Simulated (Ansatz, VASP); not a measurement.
TaH5 in VASP and in Ansatz

File INCAR:

```
SYSTEM = TaH5
PREC = Accurate ; ENCUT = 600
EDIFF = 1E-7 ; ISMEAR = 0
SIGMA = 0.1 ; LREAL = .FALSE.
LASPH = .TRUE. ; NELM = 80
ALGO = Normal ; ISIF = 3
LWAVE = .FALSE. ; LCHARG = .FALSE.
GGA = PE ; IBRION = 2
NSW = 90 ; EDIFFG = -0.04
```

Contents of KPOINTS:

```
regular mesh
0
G
  4 4 4
  0 0 0
```

File POSCAR:

```
TaH5
1.0
    3.8053629500      0.0000000000      0.0000000000
    0.0000000000      3.8053629500      0.0000000000
    0.0000000000      0.0000000000      4.5814480200
Ta H
1 5
Direct
    0.0000000000      0.0000000000      0.0000000000
    0.7951586600      0.5000000000      0.5000000000
    0.2048413400      0.5000000000      0.5000000000
    0.5000000000      0.7951586600      0.5000000000
    0.5000000000      0.2048413400      0.5000000000
    0.5000000000      0.5000000000      0.0000000000
```

Input for Ansatz:

```yaml
crystal:
  lattice:
    - [3.80536295, 0.0, 0.0]
    - [0.0, 3.80536295, 0.0]
    - [0.0, 0.0, 4.58144802]
  atoms:
    - { symbol: Ta, position: [0.0, 0.0, 0.0] }
    - { symbol: H, position: [0.79515866, 0.5, 0.5] }
    - { symbol: H, position: [0.20484134, 0.5, 0.5] }
    - { symbol: H, position: [0.5, 0.79515866, 0.5] }
    - { symbol: H, position: [0.5, 0.20484134, 0.5] }
    - { symbol: H, position: [0.5, 0.5, 0.0] }
basis:
  ecutwfc: 420
kpoints:
  mp_grid: { grid: [4, 4, 4] }
hamiltonian:
  xc: pbe
scf:
  occupations: { method: gaussian, width: 0.1 }
  lower_state_search: "off"
output:
  forces: true
  stress: true
  eigenvalues: true
relax:
  adjacent_minimum: "off"
  f_tol: 0.04
  max_steps: 70
  cell: { stress_tol: 0.4 }
```

Alike in both runs: task relaxation of cell and atoms; functional PBE; k mesh 4 × 4 × 4; occupations gaussian, width 0.1 eV; no spin polarisation.

```csv
,VASP,Ansatz
version,VASP 6.6.1,Ansatz 0.2.0
potentials or method,"VASP PAW PBE potentials, release 64 (Ta_pv, H), cutoff 600 eV","scalar-relativistic, plane waves, PAW"
valence electrons in the cell,16,18
```

Ansatz gave:

```
gap on the k mesh at the Fermi level, each at its own relaxed structure (eV)  : none
relaxed volume (Å³/atom)                                                      : 5.40
relaxed length of the cell vector where the two differ most in proportion (Å) : 3.507
```

Task: What did VASP give for the same quantities?

Result: gap on the k mesh at the Fermi level, each at its own relaxed structure (eV): none; relaxed volume (Å³/atom): 5.12; relaxed length of the cell vector where the two differ most in proportion (Å): 2.957.

A gap of «none» marks a metal or a gap that the smearing closes. One of these differences is far larger than is usual between the two programs; its cause wasn't traced. VASP's potentials hold 16 valence electrons a cell and Ansatz's 18, so a difference there can come from the potentials and not from the codes.

The k mesh is coarse, so the values compare programs but aren't converged. Neither program's run includes spin-orbit coupling. Noted on VASP's run: the volume moved by over 15 % at a fixed basis, so the end points are rough.
